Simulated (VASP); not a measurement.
Al, 1 atom in the cell. The structure is tetragonal, space group I4/mmm (No. 139). The conventional cell has a = 2.819 Å, b = 2.819 Å, c = 4.048 Å, α = 90.00°, β = 90.00°, γ = 90.00°. Al (site symmetry 4/mmm) has 12 Al at 2.82 to 2.84 Å within 3.7 Å.  This cell differs from its parent crystal: strain -0.015 along x and y, +0.000 along z.

| Property | Result |
| --- | --- |
| Program | VASP 6.6.1 |
| Task | single point |
| Functional | PBEsol |
| Potentials or basis | VASP PAW PBE potentials, release 64 (Al) |
| Cutoff | 520 eV |
| k mesh | 20 × 20 × 20 |
| Occupations | gaussian, width 0.15 eV |
| Spin | no spin polarisation |
| Dipole correction | no |
| Further INCAR settings | ALGO = Normal; EDIFF = 1e-07; NBANDS = 8 |

Potentials or basis: VASP PAW PBE potentials, release 64 (Al).

Command:

```sh
$ cat potpaw_PBE.64/Al/POTCAR > POTCAR
$ mpirun -np 1 vasp_std > vasp.out
```

Hardware: 1 thread of AMD EPYC 7R43 64-Core Processor (Zen 3) (shared host).

Question: Estimate the wall time of this run.

Answer: Run time: 2.1 min on 1 thread of AMD EPYC 7R43 64-Core Processor (Zen 3), on a shared host, peak memory 0.15 GiB. Counts: scf iterations 11, k points 641.
